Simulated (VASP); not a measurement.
# NiO (Fm-3m) in VASP: notebook

NiO is run at these levels: PBE; tasks: single point.

Program: VASP 6.6.1. These are calculated values, not measurements. Logs are shortened: lines on timing, memory, paths and dates and some standing lists are left out, and cuts for length are marked.

### 1 The cell of the first run

It takes space group Fm-3m (No. 225, cubic). The conventional cell has a = 4.172 Å, b = 4.172 Å, c = 4.172 Å, α = 90.00°, β = 90.00°, γ = 90.00°. Ni (site symmetry m-3m) has 6 O at 2.09 Å within 2.8 Å. Within 2.8 Å of O (site symmetry m-3m) lie 6 Ni at 2.09 Å.

### 2 Single point, PBE, collinear spin, ferromagnetic start

The input, INCAR:

```
ALGO     = Normal         # electronic algorithm
EDIFF    = 1E-6           # SCF threshold, eV
ENCUT    = 520            # plane-wave cutoff, eV
GGA      = PE             # functional
ISIF     = 2              # what is computed and relaxed
ISMEAR   = -1             # smearing method
ISPIN    = 2              # spin polarisation
LASPH    = True           # aspherical terms in the spheres
LCHARG   = False          # write CHGCAR
LMAXMIX  = 4              # l up to which the mixer works
LORBIT   = 11             # projections on sites
LREAL    = False          # projectors in reciprocal space
LWAVE    = False          # write WAVECAR
MAGMOM   = 1.19 0.19      # initial moments
NBANDS   = 19             # bands
NELM     = 150            # most SCF steps
NUPDOWN  = 1.3            # fixed moment
PREC     = Accurate       # precision mode
SIGMA    = 0.15           # smearing width, eV
```

The input, KPOINTS:

```
k-points
0
Gamma
  14 14 14
```

The input, POSCAR:

```
NiO
1.0
    0.0000000000      2.0859020000      2.0859020000
    2.0859020000      0.0000000000      2.0859020000
    2.0859020000      2.0859020000      0.0000000000
Ni O
1 1
Direct
    0.0000000000      0.0000000000      0.0000000000
    0.5000000000      0.5000000000      0.5000000000
```

Potentials or basis: VASP PAW PBE potentials, release 64 (Ni, O).

On the command line:

```
$ cat potpaw_PBE.64/Ni/POTCAR potpaw_PBE.64/O/POTCAR > POTCAR
$ mpirun -np 1 vasp_std > vasp.out
```

OUTCAR:

```text
EDIFF = 1E-6
   ENCUT = 520
   GGA = PE
   ISIF = 2
   ISMEAR = -1
   ISPIN = 2
   LASPH = True
   LORBIT = 11
   LREAL = False
   NELM = 150
   NUPDOWN = 1.3
   PREC = Accurate

 ion  position               nearest neighbor table
   1  0.000  0.000  0.000-   2 2.09   2 2.09   2 2.09   2 2.09   2 2.09   2 2.09
   2  0.500  0.500  0.500-   1 2.09   1 2.09   1 2.09   1 2.09   1 2.09   1 2.09

  LATTYP: Found a face centered cubic cell.
 ALAT       =     4.1718040000

  Lattice vectors:

 A1 = (   0.0000000000,   2.0859020000,   2.0859020000)
 A2 = (   2.0859020000,   0.0000000000,   2.0859020000)
 A3 = (   2.0859020000,   2.0859020000,   0.0000000000)

Analysis of symmetry for initial positions (statically):
=====================================================================
 Subroutine PRICEL returns:
 Original cell was already a primitive cell.

 Routine SETGRP: Setting up the symmetry group for a
 face centered cubic supercell.

 Subroutine GETGRP returns: Found 48 space group operations
 (whereof 48 operations were pure point group operations)
 out of a pool of 48 trial point group operations.

The static configuration has the point symmetry O_h .

Analysis of symmetry for dynamics (positions and initial velocities):
=====================================================================
 Subroutine PRICEL returns:
 Original cell was already a primitive cell.

 Routine SETGRP: Setting up the symmetry group for a
 face centered cubic supercell.

 Subroutine GETGRP returns: Found 48 space group operations
 (whereof 48 operations were pure point group operations)
 out of a pool of 48 trial point group operations.

The dynamic configuration has the point symmetry O_h .

Analysis of structural, dynamic, and magnetic symmetry:
=====================================================================
 Subroutine PRICEL returns:
 Original cell was already a primitive cell.

 Routine SETGRP: Setting up the symmetry group for a
 face centered cubic supercell.

 Subroutine GETGRP returns: Found 48 space group operations
 (whereof 48 operations were pure point group operations)
 out of a pool of 48 trial point group operations.

The overall configuration has the point symmetry O_h .

 Subroutine INISYM returns: Found 48 space group operations
 (whereof 48 operations are pure point group operations),
 and found     1 'primitive' translations

[... 110 lines left out ...]
   EFERMI_NEDOS =   21; number of points for ismear=-14 and -15
   IALGO  =     38    algorithm
   IMIX   =      4    mixing-type and parameters
     AMIX     =   0.40;   BMIX     =  1.00
     AMIX_MAG =   1.60;   BMIX_MAG =  1.00
  volume/ion in A,a.u.               =       9.08        61.25
  Fermi-wavevector in a.u.,A,eV,Ry     =   1.569679  2.966264 33.523300  2.463893
  Thomas-Fermi vector in A             =   2.671526
   LORBIT       =     11    0 simple, 1 ext, 2 COOP (PROOUT), +10 PAW based schemes
   GGA     = PE    functional components
   LHFCALC =     F    Hartree Fock is set to
   AEXX    =    0.0000 exact exchange contribution
   IVDW    =     0    specifies the selected vdW correction
   LEPSILON=     F    determine dielectric tensor
   LRPA    =     F    only Hartree local field effects (RPA)
 spin polarized calculation
  energy-cutoff  :      520.00
  volume of cell :       18.15
 maximum number of plane-waves:       531
 NGX is ok and might be reduce to    24
   NGX = 11   NGY = 11   NGZ = 11

 number of electron      16.0000001 magnetization       1.2999777

 Free energy of the ion-electron system (eV)
  ---------------------------------------------------
  ext. energy  EPLUGINS =         0.00000000
  ---------------------------------------------------
  free energy    TOTEN  =       -11.51121288 eV

  energy without entropy =      -11.38800129  energy(sigma->0) =      -11.44960709

 E-fermi :   8.0139     XC(G=0): -12.7026

 val. band max:        7.9797987514   @ k =   0.5000   0.3571   0.0714
 cond. band min:       7.9371771855   @ k =  -0.4286   0.1429   0.0714
 fundamental gap:     -0.0426215658
 Fermi energy:         7.9187221381

 spin component 1

 k-point     1 :       0.0000    0.0000    0.0000
  band No.  band energies     occupation
      1     -12.5114      1.00000
      2       4.8660      1.00000
      3       4.8660      1.00000
      4       4.8660      1.00000
      5       5.2487      1.00000
      6       5.2488      1.00000
[... 517 lines left out ...]
     18      38.0759      0.00000
     19      38.9175      0.00000

 [... further k-points ...]

 spin component 2

 k-point     1 :       0.0000    0.0000    0.0000
  band No.  band energies     occupation
      1     -12.2298      1.00000
      2       5.1892      1.00000
      3       5.1892      1.00000
      4       5.1892      1.00000
      5       6.1550      1.00000
      6       6.1551      1.00000
[... 517 lines left out ...]
     18      38.4416      0.00000
     19      39.2946      0.00000

 [... further k-points ...]
[... 5 lines left out ...]
  --------------------------------------------------------------------------------------
  -------------------------------------------------------------------------------------
  Total        0.3128619      0.3128619      0.3128619     -0.0000000     -0.0000000     -0.0000000
  in kB       27.6154129     27.6154129     27.6154129     -0.0000000     -0.0000000     -0.0000000
  external PRESSURE =      27.6154129 kB  Pullay stress =       0.0000000 kB

 VOLUME and BASIS-vectors are now :
 -----------------------------------------------------------------------------
  energy-cutoff  :      520.00
  volume of cell :       18.15
      direct lattice vectors                 reciprocal lattice vectors
     0.000000000  2.085902000  2.085902000    -0.239704454  0.239704454  0.239704454
     2.085902000  0.000000000  2.085902000     0.239704454 -0.239704454  0.239704454
     2.085902000  2.085902000  0.000000000     0.239704454  0.239704454 -0.239704454

 POSITION                                       TOTAL-FORCE (eV/Angst)
 -----------------------------------------------------------------------------------
      0.00000      0.00000      0.00000         0.000000      0.000000      0.000000
      2.08590      2.08590      2.08590         0.000000      0.000000      0.000000
 -----------------------------------------------------------------------------------
    total drift:                                0.000000     -0.000000     -0.000000

  FREE ENERGIE OF THE ION-ELECTRON SYSTEM (eV)
  ---------------------------------------------------
  free  energy   TOTEN  =       -11.5112128822 eV

  energy  without entropy=      -11.3880012927  energy(sigma->0) =      -11.44960709

 total charge

# of ion       s       p       d       tot
------------------------------------------
    1        0.330   0.401   8.289   9.020
    2        1.563   3.400   0.000   4.963
--------------------------------------------------
tot          1.893   3.801   8.289  13.983

 magnetization (x)

# of ion       s       p       d       tot
------------------------------------------
    1        0.010   0.013   1.079   1.102
    2        0.022   0.147   0.000   0.168
--------------------------------------------------
tot          0.032   0.159   1.079   1.271
```

OSZICAR:

```text
N       E                     dE             d eps       ncg     rms          rms(c)
DAV:   1     0.850399555498E+02    0.85040E+02   -0.69619E+03  8470   0.104E+03
DAV:   2    -0.862370006966E+01   -0.93664E+02   -0.82300E+02  8196   0.237E+02
DAV:   3    -0.137525203321E+02   -0.51288E+01   -0.48805E+01  9065   0.559E+01
DAV:   4    -0.137979731203E+02   -0.45453E-01   -0.45399E-01  8799   0.513E+00
DAV:   5    -0.137986582580E+02   -0.68514E-03   -0.68509E-03  8931   0.623E-01    0.141E+01
DAV:   6    -0.128169334028E+02    0.98172E+00   -0.11120E+01 10463   0.577E+01    0.166E+01
DAV:   7    -0.115495082959E+02    0.12674E+01   -0.49587E+00 10060   0.459E+01    0.632E+00
DAV:   8    -0.115188117032E+02    0.30697E-01   -0.17965E-01  9809   0.645E+00    0.348E+00
DAV:   9    -0.115134545131E+02    0.53572E-02   -0.32453E-02 12194   0.296E+00    0.818E-01
DAV:  10    -0.115111997364E+02    0.22548E-02   -0.84218E-03 11385   0.203E+00    0.147E-01
DAV:  11    -0.115111841740E+02    0.15562E-04   -0.13549E-03 10713   0.523E-01    0.604E-02
DAV:  12    -0.115112014900E+02   -0.17316E-04   -0.11779E-04  9314   0.106E-01    0.326E-02
DAV:  13    -0.115112134653E+02   -0.11975E-04   -0.20347E-05  9165   0.507E-02    0.108E-02
DAV:  14    -0.115112128822E+02    0.58308E-06   -0.21023E-06  7775   0.216E-02
   1 F= -.11511213E+02 E0= -.11449607E+02  d E =-.123212E+00  mag=     1.3000
```

stdout:

```text
POSCAR found type information on POSCAR NiO
 POSCAR found :  2 types and       2 ions
 scaLAPACK will be used
 LDA part: xc-table for (Slater+PW92), standard interpolation
 POSCAR, INCAR and KPOINTS ok, starting setup
 FFT: planning ... GRIDC
 FFT: planning ... GRID_SOFT
 FFT: planning ... GRID
 WAVECAR not read
 entering main loop
```

Run time: 32 s. Hardware: 1 thread of Intel Xeon 6975P-C (Granite Rapids), shared host; peak memory 0.19 GiB.

What came out:

| Quantity | Value |
| --- | --- |
| Free energy | -11.5112 eV |
| Pressure | 2.8 GPa |
| Net moment | 1.30 μB per cell |
| Site moments | Ni +1.10; O +0.17 μB |
| Valence electrons inside the program's atomic spheres | Ni 9.02; O 4.96 |

Caveat: the total moment is fixed, so each spin has its own Fermi level; a cell with one magnetic atom can't hold antiferromagnetic order, which such compounds often take.

### 3 Single point, PBE, collinear spin, ferromagnetic start

The input, INCAR:

```
SYSTEM = NiO
PREC     = Accurate       ! precision mode
ENCUT    = 520            ! plane-wave cutoff, eV
EDIFF    = 1E-6           ! SCF threshold, eV
ISMEAR   = -1             ! smearing method
SIGMA    = 0.15           ! smearing width, eV
LREAL    = .FALSE.        ! projectors in reciprocal space
LASPH    = .TRUE.         ! aspherical terms in the spheres
NELM     = 150            ! most SCF steps
ALGO     = Normal         ! electronic algorithm
ISIF     = 2              ! what is computed and relaxed
LWAVE    = .FALSE.        ! write WAVECAR
LCHARG   = .FALSE.        ! write CHGCAR
ISPIN    = 2              ! spin polarisation
MAGMOM   = 1.59 0.33      ! initial moments
LORBIT   = 11             ! projections on sites
NUPDOWN  = 1.8            ! fixed moment
LMAXMIX  = 4              ! l up to which the mixer works
GGA      = PE             ! functional
NBANDS   = 19             ! bands
```

The input, KPOINTS:

```
regular mesh
0
G
  14 14 14
  0 0 0
```

POSCAR is that of step 2.

Potentials or basis: VASP PAW PBE potentials, release 64 (Ni, O).

On the command line:

```
$ cat potpaw_PBE.64/Ni/POTCAR potpaw_PBE.64/O/POTCAR > POTCAR
$ mpirun -np 1 vasp_std > vasp.out
```

Run time: 31 s. Hardware: 1 thread of Intel Xeon 6975P-C (Granite Rapids), shared host; peak memory 0.19 GiB.

It converged, with:

- Free energy: -11.5046 eV
- Pressure: 6.7 GPa
- Net moment: 1.80 μB per cell
- Site moments: Ni +1.47; O +0.28 μB
- Valence electrons inside the program's atomic spheres: Ni 8.99; O 4.99

Caveat: the cell stands under pressure; the total moment is fixed, so each spin has its own Fermi level; a cell with one magnetic atom can't hold antiferromagnetic order, which such compounds often take.
